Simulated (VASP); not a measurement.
# Pd (Fm-3m) in VASP: notebook

The runs below take Pd through single point, with LDA.

Everything below comes from runs of VASP 6.6.1. Logs are shortened: lines on timing, memory, paths and dates and some standing lists are left out, and cuts for length are marked.

## 1. The cell of the first run

The structure is cubic, space group Fm-3m (No. 225). The conventional cell has a = 3.846 Å, b = 3.846 Å, c = 3.846 Å, α = 90.00°, β = 90.00°, γ = 90.00°. Pd (site symmetry m-3m) has 12 Pd at 2.72 Å within 3.6 Å.

## 2. Single point, LDA

INCAR

```
SYSTEM = Pd
PREC     = Accurate       ! precision mode
ENCUT    = 500            ! plane-wave cutoff, eV
EDIFF    = 1E-6           ! SCF threshold, eV
ISMEAR   = -1             ! smearing method
SIGMA    = 0.1            ! smearing width, eV
LREAL    = .False.        ! projectors in reciprocal space
LASPH    = .True.         ! aspherical terms in the spheres
NELM     = 120            ! most SCF steps
ALGO     = Normal         ! electronic algorithm
ISIF     = 2              ! what is computed and relaxed
LWAVE    = .False.        ! write WAVECAR
LCHARG   = .False.        ! write CHGCAR
GGA      = CA             ! functional
NBANDS   = 11             ! bands
GGA_COMPAT= .False.
```

KPOINTS

```
regular mesh
0
Gamma
  8 8 8
  0 0 0
```

POSCAR

```
Pd
1.0
    0.0000000000      1.9229446973      1.9229446973
    1.9229446973      0.0000000000      1.9229446973
    1.9229446973      1.9229446973      0.0000000000
Pd
1
Direct
    0.0000000000      0.0000000000      0.0000000000
```

Potentials or basis: VASP PAW LDA potentials, release 64 (Pd).

Run with:

```sh
$ cat potpaw_LDA.64/Pd/POTCAR > POTCAR
$ mpirun -np 1 vasp_std > vasp.out
```

OUTCAR:

```text
SYSTEM = Pd
   PREC = Accurate
   ENCUT = 500
   EDIFF = 1E-6
   ISMEAR = -1
   LREAL = .False.
   LASPH = .True.
   NELM = 120
   ISIF = 2
   GGA = CA

 ion  position               nearest neighbor table
   1  0.000  0.000  0.000-

  LATTYP: Found a face centered cubic cell.
 ALAT       =     3.8458893946

  Lattice vectors:

 A1 = (   0.0000000000,   1.9229446973,   1.9229446973)
 A2 = (   1.9229446973,   0.0000000000,   1.9229446973)
 A3 = (   1.9229446973,   1.9229446973,   0.0000000000)

Analysis of symmetry for initial positions (statically):
=====================================================================
 Subroutine PRICEL returns:
 Original cell was already a primitive cell.

 Routine SETGRP: Setting up the symmetry group for a
 face centered cubic supercell.

 Subroutine GETGRP returns: Found 48 space group operations
 (whereof 48 operations were pure point group operations)
 out of a pool of 48 trial point group operations.

The static configuration has the point symmetry O_h .

Analysis of symmetry for dynamics (positions and initial velocities):
=====================================================================
 Subroutine PRICEL returns:
 Original cell was already a primitive cell.

 Routine SETGRP: Setting up the symmetry group for a
 face centered cubic supercell.

 Subroutine GETGRP returns: Found 48 space group operations
 (whereof 48 operations were pure point group operations)
 out of a pool of 48 trial point group operations.

The dynamic configuration has the point symmetry O_h .

 Subroutine INISYM returns: Found 48 space group operations
 (whereof 48 operations are pure point group operations),
 and found     1 'primitive' translations

----------------------------------------------------------------------------------------

                                     Primitive cell

  volume of cell :      14.2210

  direct lattice vectors                    reciprocal lattice vectors
     0.000000000  1.922944697  1.922944697    -0.260017878  0.260017878  0.260017878
     1.922944697  0.000000000  1.922944697     0.260017878 -0.260017878  0.260017878
     1.922944697  1.922944697  0.000000000     0.260017878  0.260017878 -0.260017878

  length of vectors
     2.719454471  2.719454471  2.719454471     0.450364176  0.450364176  0.450364176

  position of ions in fractional coordinates (direct lattice)
     0.000000000  0.000000000  0.000000000

  ion indices of the primitive-cell ions
   primitive index   ion index
                 1           1

----------------------------------------------------------------------------------------

 KPOINTS: regular mesh

Automatic generation of k-mesh.
 Grid dimensions read from file:
 generate k-points for:    8    8    8

 Generating k-lattice:

  Cartesian coordinates                     Fractional coordinates (reciprocal lattice)
    -0.032502235  0.032502235  0.032502235     0.125000000  0.000000000  0.000000000
     0.032502235 -0.032502235  0.032502235     0.000000000  0.125000000  0.000000000
     0.032502235  0.032502235 -0.032502235     0.000000000  0.000000000  0.125000000

  Length of vectors
     0.056295522  0.056295522  0.056295522

  Shift w.r.t. Gamma in fractional coordinates (k-lattice)
     0.000000000  0.000000000  0.000000000

 Subroutine IBZKPT returns following result:
 ===========================================

 Found     29 irreducible k-points:

 Following reciprocal coordinates:
            Coordinates               Weight
  0.000000  0.000000  0.000000      1.000000
  0.125000  0.000000  0.000000      8.000000
  0.250000  0.000000  0.000000      8.000000
  0.375000  0.000000  0.000000      8.000000
  0.500000  0.000000  0.000000      4.000000
  0.125000  0.125000  0.000000      6.000000
[... 16 lines left out ...]
  0.500000  0.250000  0.125000     48.000000
 -0.375000  0.250000  0.125000     24.000000
 [... further k-points ...]
   k-points           NKPTS =     29   k-points in BZ     NKDIM =     29   number of bands    NBANDS=     11
   number of dos      NEDOS =    301   number of ions     NIONS =      1
   total plane-waves  NPLWV =   8000
   dimension x,y,z NGX =    20 NGY =   20 NGZ =   20
   dimension x,y,z NGXF=    40 NGYF=   40 NGZF=   40
   ions per type =               1
   NGX,Y,Z   is equivalent  to a cutoff of  12.23, 12.23, 12.23 a.u.
   NGXF,Y,Z  is equivalent  to a cutoff of  24.45, 24.45, 24.45 a.u.
 SYSTEM =  Pd
   PREC   = accura    normal or accurate (medium, high low for compatibility)
   ISTART =      0    job   : 0-new  1-cont  2-samecut
   ICHARG =      2    charge: 1-file 2-atom 10-const
   ISPIN  =      1    spin polarized calculation?
   LNONCOLLINEAR =      F non collinear calculations
   LSORBIT =      F    spin-orbit coupling
   LASPH  =      T    aspherical Exc in radial PAW
   ENCUT  =  500.0 eV  36.75 Ry    6.06 a.u.   4.96  4.96  4.96*2*pi/ulx,y,z
   NELM   =    120;   NELMIN=  2; NELMDL= -5     # of ELM steps
   EDIFF  = 0.1E-05   stopping-criterion for ELM
   LREAL  =      F    real-space projection
   EDIFFG = 0.1E-04   stopping-criterion for IOM
   NSW    =      0    number of steps for IOM
   IBRION =     -1    ionic relax: 0-MD 1-quasi-New 2-CG
   NFREE  =      0    steps in history (QN), initial steepest desc. (CG)
   ISIF   =      2    stress and relaxation
   ISYM   =      2    0-nonsym 1-usesym 2-fastsym
   POTIM  = 0.5000    time-step for ionic-motion
   TEBEG  =    0.0;   TEEND  =   0.0 temperature during run
   PSTRESS=    0.0 pullay stress
   NELECT =      10.0000    total number of electrons
   NUPDOWN=      -1.0000    fix difference up-down
   EMIN   =  10.00;   EMAX   =-10.00  energy-range for DOS
   EFERMI =   0.00;   METHOD = LEGACY
   ISMEAR =    -1;   SIGMA  =   0.10  broadening in eV -4-tet -1-fermi 0-gaus
   EFERMI_NEDOS =   21; number of points for ismear=-14 and -15
   IALGO  =     38    algorithm
   IMIX   =      4    mixing-type and parameters
     AMIX     =   0.40;   BMIX     =  1.00
     AMIX_MAG =   1.60;   BMIX_MAG =  1.00
  volume/ion in A,a.u.               =      14.22        95.97
  Fermi-wavevector in a.u.,A,eV,Ry     =   1.455788  2.751040 28.835069  2.119318
  Thomas-Fermi vector in A             =   2.572782
   LORBIT       =      0    0 simple, 1 ext, 2 COOP (PROOUT), +10 PAW based schemes
   GGA     = CA    functional components
   LHFCALC =     F    Hartree Fock is set to
   AEXX    =    0.0000 exact exchange contribution
   IVDW    =     0    specifies the selected vdW correction
   LEPSILON=     F    determine dielectric tensor
   LRPA    =     F    only Hartree local field effects (RPA)
 non-spin polarized calculation
  energy-cutoff  :      500.00
  volume of cell :       14.22
 maximum number of plane-waves:       371
   NGX =  9   NGY =  9   NGZ =  9

 number of electron      10.0000005 magnetization

 Free energy of the ion-electron system (eV)
  ---------------------------------------------------
  ext. energy  EPLUGINS =         0.00000000
  ---------------------------------------------------
  free energy    TOTEN  =        -6.50118280 eV

  energy without entropy =       -6.43932409  energy(sigma->0) =       -6.47025344

 E-fermi :  10.3296     XC(G=0): -13.7385

 val. band max:       10.2834728308   @ k =  -0.3750   0.3750   0.1250
 cond. band min:      10.3400780580   @ k =   0.5000   0.2500   0.0000
 fundamental gap:      0.0566052272
 Fermi energy:        10.3295603228

 k-point     1 :       0.0000    0.0000    0.0000
  band No.  band energies     occupation
      1       2.7057      2.00000
      2       7.2121      2.00000
      3       7.2121      2.00000
      4       7.2121      2.00000
      5       8.9537      2.00000
      6       8.9537      2.00000
      7      27.3704      0.00000
      8      32.2955      0.00000
      9      32.2955      0.00000
     10      32.2955      0.00000
     11      35.9360      0.00000

 k-point     2 :       0.1250    0.0000    0.0000
  band No.  band energies     occupation
      1       3.2713      2.00000
      2       7.0288      2.00000
      3       7.3959      2.00000
      4       7.3959      2.00000
      5       8.8798      2.00000
      6       8.8798      2.00000
      7      27.9013      0.00000
      8      29.6153      0.00000
      9      32.9841      0.00000
     10      32.9841      0.00000
     11      35.9730      0.00000

 k-point     3 :       0.2500    0.0000    0.0000
  band No.  band energies     occupation
      1       4.4392      2.00000
      2       7.1595      2.00000
      3       7.5260      2.00000
      4       7.5260      2.00000
      5       9.1075      1.99999
      6       9.1075      1.99999
      7      25.0080      0.00000
      8      28.5196      0.00000
      9      34.2433      0.00000
     10      34.2433      0.00000
     11      35.8893      0.00000

 k-point     4 :       0.3750    0.0000    0.0000
  band No.  band energies     occupation
      1       4.6879      2.00000
      2       7.2955      2.00000
      3       7.2955      2.00000
      4       9.1879      1.99998
      5       9.8470      1.98409
      6       9.8470      1.98409
      7      20.4721      0.00000
      8      27.3344      0.00000
      9      32.6164      0.00000
     10      32.6164      0.00000
     11      35.9513      0.00000

 k-point     5 :       0.5000    0.0000    0.0000
  band No.  band energies     occupation
      1       4.5953      2.00000
      2       7.1639      2.00000
      3       7.1639      2.00000
      4      10.2437      1.40494
      5      10.2437      1.40494
      6      11.0915      0.00098
      7      17.7976      0.00000
      8      26.7488      0.00000
      9      31.5083      0.00000
     10      31.5083      0.00000
     11      35.9602      0.00000
[... 211 lines left out ...]
 k-point    21 :       0.5000    0.5000    0.0000
  band No.  band energies     occupation
      1       4.4919      2.00000
      2       4.7951      2.00000
      3      10.2200      1.49903
      4      10.5804      0.15054
      5      10.5804      0.15054
      6      13.4814      0.00000
      7      21.3456      0.00000
      8      23.4946      0.00000
      9      23.4946      0.00000
     10      32.2918      0.00000
     11      32.4982      0.00000

 k-point    22 :       0.3750    0.2500    0.1250
  band No.  band energies     occupation
      1       5.4788      2.00000
      2       6.1233      2.00000
      3       7.2567      2.00000
      4       8.5828      2.00000
      5       8.7847      2.00000
      6      10.5296      0.23841
      7      25.5244      0.00000
      8      26.4326      0.00000
      9      29.8251      0.00000
     10      32.4202      0.00000
     11      35.8435      0.00000

 k-point    23 :       0.5000    0.2500    0.1250
  band No.  band energies     occupation
      1       5.6466      2.00000
      2       6.5734      2.00000
      3       7.0026      2.00000
      4       8.3881      2.00000
      5       9.6952      1.99649
      6      12.7705      0.00000
      7      21.1549      0.00000
      8      25.6280      0.00000
      9      27.8068      0.00000
     10      32.5858      0.00000
     11      36.1037      0.00000

 k-point    24 :      -0.3750    0.2500    0.1250
  band No.  band energies     occupation
      1       5.5831      2.00000
      2       6.3663      2.00000
      3       7.6242      2.00000
      4       8.1420      2.00000
      5      10.0938      1.82706
      6      15.1595      0.00000
      7      17.8023      0.00000
      8      26.1345      0.00000
      9      26.4660      0.00000
     10      31.5856      0.00000
     11      35.9824      0.00000

 [... further k-points ...]
[... 5 lines left out ...]
  --------------------------------------------------------------------------------------
  -------------------------------------------------------------------------------------
  Total        0.0271869      0.0271869      0.0271869     -0.0000000     -0.0000000      0.0000000
  in kB        3.0629516      3.0629516      3.0629516     -0.0000000     -0.0000000      0.0000000
  external PRESSURE =       3.0629516 kB  Pullay stress =       0.0000000 kB

 VOLUME and BASIS-vectors are now :
 -----------------------------------------------------------------------------
  energy-cutoff  :      500.00
  volume of cell :       14.22
      direct lattice vectors                 reciprocal lattice vectors
     0.000000000  1.922944697  1.922944697    -0.260017878  0.260017878  0.260017878
     1.922944697  0.000000000  1.922944697     0.260017878 -0.260017878  0.260017878
     1.922944697  1.922944697  0.000000000     0.260017878  0.260017878 -0.260017878

 POSITION                                       TOTAL-FORCE (eV/Angst)
 -----------------------------------------------------------------------------------
      0.00000      0.00000      0.00000         0.000000      0.000000      0.000000
 -----------------------------------------------------------------------------------
    total drift:                                0.000000     -0.000000     -0.000000

  FREE ENERGIE OF THE ION-ELECTRON SYSTEM (eV)
  ---------------------------------------------------
  free  energy   TOTEN  =        -6.5011828002 eV

  energy  without entropy=       -6.4393240887  energy(sigma->0) =       -6.47025344
```

It took 5.4 s on 1 thread of Intel Xeon Platinum 8259CL at 2.50GHz (Skylake/Cascade Lake), shared host; peak memory 0.12 GiB.

What came out:

| Property | Result |
| --- | --- |
| Free energy | -6.5012 eV |
| Pressure | 0.3 GPa |
| Band gap on the k mesh | zero (band 5 reaches 10.58 eV, above the bottom of band 6 at 8.88 eV) |

Levels at points of the mesh, in eV from the Fermi level:
```csv
k point,band 3,band 4,band 5,band 6,band 7,band 8
"(0.00, 0.00, 0.00)",-3.12,-3.12,-1.38,-1.38,17.04,21.97
"(0.50, 0.00, 0.00)",-3.17,-0.09,-0.09,0.76,7.47,16.42
"(0.50, 0.50, 0.00)",-0.11,0.25,0.25,3.15,11.02,13.17
```

## 3. Single point, LDA

This run uses another cell than the first one, of 14.08 Å³/atom, 0.990 times its volume.

INCAR

```
SYSTEM = Pd
PREC = Accurate ; ENCUT = 500
EDIFF = 1E-6 ; ISMEAR = -1
SIGMA = 0.1 ; LREAL = .False.
LASPH = .True. ; NELM = 120
ALGO = Normal ; ISIF = 2
LWAVE = .False. ; LCHARG = .False.
GGA = CA ; NBANDS = 11
GGA_COMPAT = .False.
```

KPOINTS is that of step 2.

POSCAR

```
Pd
1.0
    0.0000000000      1.9165133961      1.9165133961
    1.9165133961      0.0000000000      1.9165133961
    1.9165133961      1.9165133961      0.0000000000
Pd
1
Direct
    0.0000000000      0.0000000000      0.0000000000
```

Potentials or basis: VASP PAW LDA potentials, release 64 (Pd).

Run with:

```sh
$ cat potpaw_LDA.64/Pd/POTCAR > POTCAR
$ mpirun -np 1 vasp_std > vasp.out
```

Run time: 5 s. Hardware: 1 thread of Intel Xeon Platinum 8259CL at 2.50GHz (Skylake/Cascade Lake), shared host; peak memory 0.12 GiB.

The run converged. Its results:

* Free energy: -6.4999 eV
* Pressure: 2.6 GPa
* Band gap on the k mesh: zero (band 5 reaches 10.77 eV, above the bottom of band 6 at 9.04 eV)

Levels at points of the mesh, in eV from the Fermi level:
```
           k point  band 3  band 4  band 5  band 6  band 7  band 8
(0.00, 0.00, 0.00)   -3.17   -3.17   -1.40   -1.40   17.04   22.02
(0.50, 0.00, 0.00)   -3.22   -0.09   -0.09    0.74    7.55   16.42
(0.50, 0.50, 0.00)   -0.11    0.26    0.26    3.15   11.13   13.22
```
